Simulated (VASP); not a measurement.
# HPt6 in VASP: further runs

The runs below take HPt6 through single point, with PBE.

Everything below comes from runs of VASP 6.6.1. Logs are shortened: lines on timing, memory, paths and dates and some standing lists are left out, and cuts for length are marked.

### Step 1. The cell of the first run

The cell holds a slab with vacuum, 14 atoms: a = 5.614 Å, b = 5.614 Å, c = 22.619 Å, α = 90.00°, β = 90.00°, γ = 120.00°.

### Step 2. Single point, PBE

Contents of INCAR:

```
PREC     = Accurate       # precision mode
ENCUT    = 520            # plane-wave cutoff, eV
EDIFF    = 1E-7           # SCF threshold, eV
ISMEAR   = 0              # smearing method
SIGMA    = 0.1            # smearing width, eV
LREAL    = False          # projectors in reciprocal space
LASPH    = True           # aspherical terms in the spheres
NELM     = 80             # most SCF steps
ALGO     = Normal         # electronic algorithm
ISIF     = 2              # what is computed and relaxed
LWAVE    = False          # write WAVECAR
LCHARG   = False          # write CHGCAR
LDIPOL   = True         
IDIPOL   = 3            
DIPOL    = 0.5 0.5 0.302
GGA      = PE             # functional
NBANDS   = 74             # bands
```

Contents of KPOINTS:

```
Automatic mesh
0
Gamma
  6 6 1
```

Contents of POSCAR:

```
HPt6
1.0
    5.6143281343      0.0000000000      0.0000000000
   -2.8071640672      4.8621507895      0.0000000000
    0.0000000000      0.0000000000     22.6192653717
Pt H
12 2
Direct
    0.3333333333      0.1666666667      0.1768404028
    0.3333333333      0.6666666667      0.1768404028
    0.8333333333      0.1666666667      0.1768404028
    0.8333333333      0.6666666667      0.1768404028
    0.1666666667      0.3333333333      0.2789526245
    0.1666666667      0.8333333333      0.2789526245
    0.6666666667      0.3333333333      0.2789526245
    0.6666666667      0.8333333333      0.2789526245
    0.0000000000      0.0000000000      0.3810585901
    0.0000000000      0.5000000000      0.3810585901
    0.5000000000      0.0000000000      0.3810585901
    0.5000000000      0.5000000000      0.3810585901
    0.1892758446      0.3785516892      0.4433948321
    0.3107241554      0.6214483108      0.4433948321
```

Potentials or basis: VASP PAW PBE potentials, release 64 (Pt, H).

Run with:

```sh
$ cat potpaw_PBE.64/Pt/POTCAR potpaw_PBE.64/H/POTCAR > POTCAR
$ mpirun -np 1 vasp_std > vasp.out
```

OUTCAR:

```text
PREC = Accurate
   ENCUT = 520
   EDIFF = 1E-7
   ISMEAR = 0
   LREAL = False
   LASPH = True
   NELM = 80
   ISIF = 2
   GGA = PE

 ion  position               nearest neighbor table
   1  0.333  0.167  0.177-   4 2.81   4 2.81   3 2.81   3 2.81   2 2.81   2 2.81   5 2.82   7 2.82
                             6 2.82
   2  0.333  0.667  0.177-   3 2.81   3 2.81   4 2.81   4 2.81   1 2.81   1 2.81   6 2.82   8 2.82
                             5 2.82
   3  0.833  0.167  0.177-   2 2.81   2 2.81   1 2.81   1 2.81   4 2.81   4 2.81   7 2.82   5 2.82
                             8 2.82
   4  0.833  0.667  0.177-   1 2.81   1 2.81   2 2.81   2 2.81   3 2.81   3 2.81   8 2.82   6 2.82
                             7 2.82
   5  0.167  0.333  0.279-   8 2.81   8 2.81   7 2.81   7 2.81   6 2.81   6 2.81  12 2.82   9 2.82
                            10 2.82   1 2.82   3 2.82   2 2.82
   6  0.167  0.833  0.279-   7 2.81   7 2.81   8 2.81   8 2.81   5 2.81   5 2.81  11 2.82  10 2.82
                             9 2.82   2 2.82   4 2.82   1 2.82
   7  0.667  0.333  0.279-   6 2.81   6 2.81   5 2.81   5 2.81   8 2.81   8 2.81  10 2.82  11 2.82
                            12 2.82   3 2.82   1 2.82   4 2.82
   8  0.667  0.833  0.279-   5 2.81   5 2.81   6 2.81   6 2.81   7 2.81   7 2.81   9 2.82  12 2.82
                            11 2.82   4 2.82   2 2.82   3 2.82
   9  0.000  0.000  0.381-  12 2.81  12 2.81  11 2.81  11 2.81  10 2.81  10 2.81   8 2.82   5 2.82
                             6 2.82
  10  0.000  0.500  0.381-  14 2.08  13 2.08  11 2.81  11 2.81  12 2.81  12 2.81   9 2.81   9 2.81
                             7 2.82   6 2.82   5 2.82
  11  0.500  0.000  0.381-  10 2.81  10 2.81   9 2.81   9 2.81  12 2.81  12 2.81   6 2.82   7 2.82
                             8 2.82
  12  0.500  0.500  0.381-  13 2.08  14 2.08   9 2.81   9 2.81  10 2.81  10 2.81  11 2.81  11 2.81
                             5 2.82   8 2.82   7 2.82
  13  0.189  0.379  0.443-  12 2.08  10 2.08
  14  0.311  0.621  0.443-  10 2.08  12 2.08

  LATTYP: Found a hexagonal cell.
 ALAT       =     5.6143281343
 C/A-ratio  =     4.0288463429

  Lattice vectors:

 A1 = (   5.6143281343,   0.0000000000,   0.0000000000)
 A2 = (  -2.8071640672,   4.8621507895,   0.0000000000)
 A3 = (   0.0000000000,   0.0000000000,  22.6192653717)

Analysis of symmetry for initial positions (statically):
=====================================================================
 Subroutine PRICEL returns:
 Original cell was already a primitive cell.

 Routine SETGRP: Setting up the symmetry group for a
 hexagonal supercell.

 Subroutine GETGRP returns: Found  2 space group operations
 (whereof  2 operations were pure point group operations)
 out of a pool of 24 trial point group operations.

The static configuration has the point symmetry C_1h.

Analysis of symmetry for dynamics (positions and initial velocities):
=====================================================================
 Subroutine PRICEL returns:
 Original cell was already a primitive cell.

 Routine SETGRP: Setting up the symmetry group for a
 hexagonal supercell.

 Subroutine GETGRP returns: Found  2 space group operations
 (whereof  2 operations were pure point group operations)
 out of a pool of 24 trial point group operations.

The dynamic configuration has the point symmetry C_1h.

 Subroutine INISYM returns: Found  2 space group operations
 (whereof  2 operations are pure point group operations),
 and found     1 'primitive' translations

----------------------------------------------------------------------------------------

                                     Primitive cell

  volume of cell :     617.4541

  direct lattice vectors                    reciprocal lattice vectors
     5.614328134  0.000000000  0.000000000     0.178115703  0.102835149  0.000000000
    -2.807164067  4.862150790  0.000000000     0.000000000  0.205670298  0.000000000
     0.000000000  0.000000000 22.619265372     0.000000000  0.000000000  0.044210101

  length of vectors
     5.614328134  5.614328134 22.619265372     0.205670298  0.205670298  0.044210101

  position of ions in fractional coordinates (direct lattice)
     0.333333333  0.166666667  0.176840403
     0.333333333  0.666666667  0.176840403
     0.833333333  0.166666667  0.176840403
     0.833333333  0.666666667  0.176840403
     0.166666667  0.333333333  0.278952625
     0.166666667  0.833333333  0.278952625
[... 58 lines left out ...]
  0.000000  0.333333  0.000000      2.000000
  0.500000  0.000000  0.000000      2.000000
  0.000000  0.500000  0.000000      1.000000
  0.166667  0.166667  0.000000      4.000000
 -0.333333  0.166667  0.000000      2.000000
  0.333333  0.166667  0.000000      4.000000
 -0.166667  0.500000  0.000000      4.000000
  0.500000  0.333333  0.000000      4.000000
  0.333333  0.333333  0.000000      2.000000
[... 23 lines left out ...]
   NFREE  =      0    steps in history (QN), initial steepest desc. (CG)
   ISIF   =      2    stress and relaxation
   ISYM   =      2    0-nonsym 1-usesym 2-fastsym
   POTIM  = 0.5000    time-step for ionic-motion
   TEBEG  =    0.0;   TEEND  =   0.0 temperature during run
   PSTRESS=    0.0 pullay stress
   NELECT =     122.0000    total number of electrons
   NUPDOWN=      -1.0000    fix difference up-down
   EMIN   =  10.00;   EMAX   =-10.00  energy-range for DOS
   EFERMI =   0.00;   METHOD = LEGACY
   ISMEAR =     0;   SIGMA  =   0.10  broadening in eV -4-tet -1-fermi 0-gaus
   EFERMI_NEDOS =   21; number of points for ismear=-14 and -15
   IALGO  =     38    algorithm
   IMIX   =      4    mixing-type and parameters
     AMIX     =   0.40;   BMIX     =  1.00
     AMIX_MAG =   1.60;   BMIX_MAG =  1.00
  volume/ion in A,a.u.               =      44.10       297.63
  Fermi-wavevector in a.u.,A,eV,Ry     =   0.953513  1.801878 12.370236  0.909187
  Thomas-Fermi vector in A             =   2.082175
   LORBIT       =      0    0 simple, 1 ext, 2 COOP (PROOUT), +10 PAW based schemes
   GGA     = PE    functional components
   LHFCALC =     F    Hartree Fock is set to
   AEXX    =    0.0000 exact exchange contribution
   IVDW    =     0    specifies the selected vdW correction
   LEPSILON=     F    determine dielectric tensor
   LRPA    =     F    only Hartree local field effects (RPA)
 non-spin polarized calculation
 Gauss-broadening in eV      SIGMA  =   0.10
  energy-cutoff  :      520.00
  volume of cell :      617.45
 maximum number of plane-waves:     16729
 NGX is ok and might be reduce to    42
   NGX = 21   NGY = 21   NGZ = 85

 dipolmoment           0.000000      0.000000      0.067880 electrons x Angstroem

 number of electron     121.9999983 magnetization

 dipolmoment           0.000000      0.000000     -0.089033 electrons x Angstroem

 Free energy of the ion-electron system (eV)
  ---------------------------------------------------
  ext. energy  EPLUGINS =         0.00000000
  ---------------------------------------------------
  free energy    TOTEN  =       -74.50076032 eV

  energy without entropy =      -74.36376354  energy(sigma->0) =      -74.43226193

 E-fermi :  -0.5757     XC(G=0):  -4.9338

 val. band max:       -0.5845004350   @ k =   0.0000   0.1667   0.0000
 cond. band min:      -0.5693769390   @ k =   0.5000   0.0000   0.0000
 fundamental gap:      0.0151234960
 Fermi energy:        -0.5756533710

 k-point     1 :       0.0000    0.0000    0.0000
  band No.  band energies     occupation
      1      -9.7799      2.00000
      2      -8.7515      2.00000
      3      -7.3561      2.00000
      4      -7.0028      2.00000
      5      -6.8071      2.00000
      6      -6.7668      2.00000
[... 977 lines left out ...]
     72       4.2147      0.00000
     73       4.3762      0.00000
 [bands above 73 left out]

------------------------ aborting loop because EDIFF is reached ----------------------------------------

 vacuum level on the upper side and lower side of the slab       (xc-potential included)        -0.348         0.224

  FORCE on cell =-STRESS in cart. coord.  units (eV):
  Direction    XX          YY          ZZ          XY          YZ          ZX
  --------------------------------------------------------------------------------------
  -------------------------------------------------------------------------------------
  Total      -18.0940753    -17.4526557     -2.3246762      0.0000000     -0.2817155      0.0000000
  in kB      -46.9507209    -45.2863576     -6.0320974      0.0000000     -0.7309987      0.0000000
  external PRESSURE =     -32.7563920 kB  Pullay stress =       0.0000000 kB

 VOLUME and BASIS-vectors are now :
 -----------------------------------------------------------------------------
  energy-cutoff  :      520.00
  volume of cell :      617.45
      direct lattice vectors                 reciprocal lattice vectors
     5.614328134  0.000000000  0.000000000     0.178115703  0.102835149  0.000000000
    -2.807164067  4.862150790  0.000000000     0.000000000  0.205670298  0.000000000
     0.000000000  0.000000000 22.619265372     0.000000000  0.000000000  0.044210101

 POSITION                                       TOTAL-FORCE (eV/Angst)
 -----------------------------------------------------------------------------------
      1.40358      0.81036      4.00000         0.053430      0.011571     -0.086809
     -0.00000      3.24143      4.00000        -0.000000      0.033011      0.019828
      4.21075      0.81036      4.00000        -0.053430      0.011571     -0.086809
      2.80716      3.24143      4.00000         0.000000     -0.024825      0.103287
      0.00000      1.62072      6.30970         0.000000     -0.116577     -0.360330
     -1.40358      4.05179      6.30970        -0.023946      0.067986     -0.073486
      2.80716      1.62072      6.30970        -0.000000      0.030740      0.356328
      1.40358      4.05179      6.30970         0.023946      0.067986     -0.073486
      0.00000      0.00000      8.61927         0.000000     -0.051699      0.156702
     -1.40358      2.43108      8.61927         0.109043     -0.053544      0.966682
      2.80716      0.00000      8.61927        -0.000000      0.092432      0.043983
      1.40358      2.43108      8.61927        -0.109043     -0.053544      0.966682
     -0.00000      1.84058     10.02927        -0.000000      0.368372     -0.958130
     -0.00000      3.02158     10.02927         0.000000     -0.383477     -0.974441
 -----------------------------------------------------------------------------------
    total drift:                               -0.000000      0.000041      0.000092

  FREE ENERGIE OF THE ION-ELECTRON SYSTEM (eV)
  ---------------------------------------------------
  free  energy   TOTEN  =       -74.5007603233 eV

  energy  without entropy=      -74.3637635396  energy(sigma->0) =      -74.43226193

 vacuum level on the upper side and lower side of the slab         4.563         5.149
```

Wall time 20 min (1 thread of AMD EPYC 9R45 (Zen 5), shared host); peak memory 0.83 GiB.

What came out:

```
Free energy            : -74.5008 eV
Largest force          : 1.047 eV/Å
Band gap on the k mesh : zero (bands 61 and 62 overlap by 0.71 eV)
```

Forces on the atoms (eV/Å):
```
Pt   0.053  0.012 -0.087
Pt   0.000  0.033  0.020
Pt  -0.053  0.012 -0.087
Pt   0.000 -0.025  0.103
Pt   0.000 -0.117 -0.360
Pt  -0.024  0.068 -0.073
Pt   0.000  0.031  0.356
Pt   0.024  0.068 -0.073
Pt   0.000 -0.052  0.157
Pt   0.109 -0.054  0.967
Pt   0.000  0.092  0.044
Pt  -0.109 -0.054  0.967
H    0.000  0.368 -0.958
H    0.000 -0.383 -0.974
```

Levels at points of the mesh, in eV from the Fermi level:
| k point | band 57 | band 58 | band 59 | band 60 | band 61 | band 62 | band 63 | band 64 | band 65 | band 66 |
| --- | --- | --- | --- | --- | --- | --- | --- | --- | --- | --- |
| (0.00, 0.00, 0.00) | 0.21 | 0.22 | 0.36 | 0.41 | 0.45 | 0.58 | 0.58 | 0.59 | 0.66 | 1.02 |
| (0.50, 0.00, 0.00) | -0.73 | -0.71 | -0.27 | -0.17 | -0.03 | 0.01 | 0.21 | 0.27 | 0.59 | 1.33 |
| (0.00, 0.50, 0.00) | -0.71 | -0.67 | -0.27 | -0.16 | -0.05 | 0.04 | 0.24 | 0.24 | 0.39 | 1.45 |

Caveat: spin-orbit coupling is left out, which moves the levels of the heavy elements.

### Step 3. Single point, PBE

Contents of INCAR:

```
SYSTEM = HPt6
PREC = Accurate
ENCUT = 520
EDIFF = 1E-6
ISMEAR = 0
SIGMA = 0.1
LREAL = .False.
LASPH = .True.
NELM = 100
ALGO = Normal
ISIF = 2
LWAVE = .False.
LCHARG = .True.
LDIPOL = .True.
IDIPOL = 3
DIPOL = 0.5 0.5 0.302
GGA = PE
LELF = .True.
LVHAR = .True.
LVACPOTAV = .True.
NBANDS = 74
```

Contents of KPOINTS:

```
Automatic mesh
0
Gamma
  6 6 1
  0 0 0
```

Changes to POSCAR since step 2:

```diff
@@ -20,3 +20,3 @@
     0.5000000000      0.5000000000      0.3810585901
-    0.1892758446      0.3785516892      0.4433948321
-    0.3107241554      0.6214483108      0.4433948321
+    0.2027472491      0.4054944982      0.4433948321
+    0.2972527509      0.5945055018      0.4433948321
```

Potentials or basis: VASP PAW PBE potentials, release 64 (Pt, H).

Run with:

```sh
$ cat potpaw_PBE.64/Pt/POTCAR potpaw_PBE.64/H/POTCAR > POTCAR
$ mpirun -np 1 vasp_std > vasp.out
```

It took 58 min on 1 thread of Intel Xeon 8259CL, shared host; peak memory 0.9 GiB.

Results (log left out):

| Item | Value |
| --- | --- |
| Free energy | -74.5701 eV |
| Largest force | 0.603 eV/Å |
| Band gap on the k mesh | zero (bands 61 and 62 overlap by 0.72 eV) |

Forces on the atoms (eV/Å):
```
Pt   0.053  0.011 -0.080
Pt   0.000  0.025  0.044
Pt  -0.053  0.011 -0.080
Pt   0.000 -0.019  0.119
Pt   0.000 -0.120 -0.366
Pt  -0.012  0.089 -0.082
Pt   0.000  0.044  0.339
Pt   0.012  0.089 -0.082
Pt   0.000 -0.255 -0.068
Pt  -0.194 -0.067  0.567
Pt   0.000  0.273 -0.145
Pt   0.194 -0.067  0.567
H    0.000 -0.245 -0.363
H    0.000  0.233 -0.371
```

Levels at points of the mesh, in eV from the Fermi level:
| k point | band 57 | band 58 | band 59 | band 60 | band 61 | band 62 | band 63 | band 64 | band 65 | band 66 |
| --- | --- | --- | --- | --- | --- | --- | --- | --- | --- | --- |
| (0.00, 0.00, 0.00) | 0.21 | 0.22 | 0.37 | 0.42 | 0.47 | 0.57 | 0.58 | 0.59 | 0.83 | 1.00 |
| (0.50, 0.00, 0.00) | -0.73 | -0.71 | -0.27 | -0.17 | -0.03 | 0.01 | 0.20 | 0.27 | 0.47 | 1.40 |
| (0.00, 0.50, 0.00) | -0.71 | -0.65 | -0.29 | -0.15 | -0.06 | 0.04 | 0.19 | 0.24 | 0.28 | 1.52 |

Caveat: spin-orbit coupling is left out, which moves the levels of the heavy elements.

### Step 4. Single point, PBE

Contents of INCAR:

```
ALGO = Normal
DIPOL = 0.5 0.5 0.296
EDIFF = 1E-7
ENCUT = 520
GGA = PE
IDIPOL = 3
ISIF = 2
ISMEAR = 0
LASPH = True
LCHARG = False
LDIPOL = True
LREAL = False
LWAVE = False
NBANDS = 74
NELM = 100
PREC = Accurate
SIGMA = 0.1
```

Contents of KPOINTS:

```
k-points
0
Gamma
  6 6 1
```

Changes to POSCAR since step 3:

```diff
@@ -20,3 +20,3 @@
     0.5000000000      0.5000000000      0.3810585901
-    0.2027472491      0.4054944982      0.4433948321
-    0.2972527509      0.5945055018      0.4433948321
+    0.1549289049      0.3098578098      0.4009531354
+    0.3450710951      0.6901421902      0.4009531354
```

Run with:

```sh
$ cat potpaw_PBE.64/Pt/POTCAR potpaw_PBE.64/H/POTCAR > POTCAR
$ mpirun -np 1 vasp_std > vasp.out
```

It took 46 min on 1 thread of Intel Xeon Platinum 8259CL at 2.50GHz (Skylake/Cascade Lake), shared host; peak memory 0.89 GiB.

The run converged. Its results:

| Quantity | Value |
| --- | --- |
| Free energy | -74.4857 eV |
| Largest force | 2.980 eV/Å |
| Band gap on the k mesh | zero (bands 61 and 62 overlap by 0.56 eV) |

Forces in eV/Å, atoms in the order of the input:
```
Pt   0.033  0.007 -0.038
Pt   0.000  0.017 -0.032
Pt  -0.033  0.007 -0.038
Pt   0.000  0.001 -0.025
Pt   0.000 -0.061 -0.564
Pt  -0.016  0.029 -0.278
Pt   0.000  0.002 -0.143
Pt   0.016  0.029 -0.278
Pt   0.000 -2.729 -0.651
Pt  -2.525 -0.042 -0.320
Pt   0.000  2.889 -0.732
Pt   2.525 -0.042 -0.320
H    0.000  0.776  1.762
H    0.000 -0.884  1.659
```

Levels at points of the mesh, in eV from the Fermi level:
```
           k point  band 59  band 60  band 61  band 62  band 63  band 64
(0.00, 0.00, 0.00)     0.27     0.30     0.32     0.40     0.60     0.60
(0.50, 0.00, 0.00)    -0.19    -0.17    -0.02     0.00     0.23     0.26
(0.00, 0.50, 0.00)    -0.20    -0.16    -0.02     0.03     0.24     0.25
```

Caveat: spin-orbit coupling is left out, which moves the levels of the heavy elements.

### Step 5. Single point, PBE

Contents of INCAR:

```
PREC = Accurate ; ENCUT = 520
EDIFF = 1E-7 ; ISMEAR = 0
SIGMA = 0.1 ; LREAL = False
LASPH = True ; NELM = 100
ALGO = Normal ; ISIF = 2
LWAVE = False ; LCHARG = True
LDIPOL = True ; IDIPOL = 3
DIPOL = 0.5 0.5 0.304 ; GGA = PE
LELF = True ; LVHAR = True
LVACPOTAV = True ; NBANDS = 74
```

Contents of KPOINTS:

```
Automatic mesh
0
Gamma
  6 6 1
```

Changes to POSCAR since step 4:

```diff
@@ -20,3 +20,3 @@
     0.5000000000      0.5000000000      0.3810585901
-    0.1549289049      0.3098578098      0.4009531354
-    0.3450710951      0.6901421902      0.4009531354
+    0.1549289049      0.3098578098      0.4575420643
+    0.3450710951      0.6901421902      0.4575420643
```

Run with:

```sh
$ cat potpaw_PBE.64/Pt/POTCAR potpaw_PBE.64/H/POTCAR > POTCAR
$ mpirun -np 1 vasp_std > vasp.out
```

Wall time 27 min (1 thread of Intel Xeon 6975P-C (Granite Rapids), shared host); peak memory 0.86 GiB.

It converged, with:

| Property | Result |
| --- | --- |
| Free energy | -73.4039 eV |
| Largest force | 1.943 eV/Å |
| Band gap on the k mesh | zero (bands 61 and 62 overlap by 0.72 eV) |

Forces in eV/Å, atoms in the order of the input:
```
Pt   0.057  0.010 -0.018
Pt   0.000  0.050 -0.022
Pt  -0.057  0.010 -0.018
Pt   0.000 -0.036  0.056
Pt   0.000 -0.068 -0.278
Pt  -0.060 -0.017  0.005
Pt   0.000  0.029  0.425
Pt   0.060 -0.017  0.005
Pt   0.000  0.554  0.895
Pt   0.219 -0.017  0.990
Pt   0.000 -0.477  0.803
Pt  -0.219 -0.017  0.990
H    0.000 -0.190 -1.899
H    0.000  0.187 -1.934
```

Levels at points of the mesh, in eV from the Fermi level:
| k point | band 58 | band 59 | band 60 | band 61 | band 62 | band 63 | band 64 | band 65 |
| --- | --- | --- | --- | --- | --- | --- | --- | --- |
| (0.00, 0.00, 0.00) | 0.21 | 0.43 | 0.44 | 0.44 | 0.47 | 0.57 | 0.57 | 0.58 |
| (0.50, 0.00, 0.00) | -0.69 | -0.26 | -0.17 | -0.02 | 0.01 | 0.22 | 0.26 | 0.49 |
| (0.00, 0.50, 0.00) | -0.73 | -0.22 | -0.21 | -0.01 | 0.01 | 0.23 | 0.24 | 0.47 |

Caveat: spin-orbit coupling is left out, which moves the levels of the heavy elements.

### Step 6. Overview

```tsv
cell	gap on the mesh (eV)	largest force (eV/Å)
as given, atomic positions A	none	1.05
as given, atomic positions B	none	0.60
as given, atomic positions C	none	2.98
as given, atomic positions D	none	1.94
```

Alike in all rows: task single point; level PBE; potentials or basis VASP PAW PBE potentials, release 64 (Pt, H); no spin polarisation; k mesh 6 × 6 × 1; cutoff (eV) 520; smearing gaussian 0.1 eV.

Caveats: spin-orbit coupling is left out, which moves the levels of the heavy elements.

Total energies depend on the potentials used, so only differences within one code and one set of settings carry meaning.
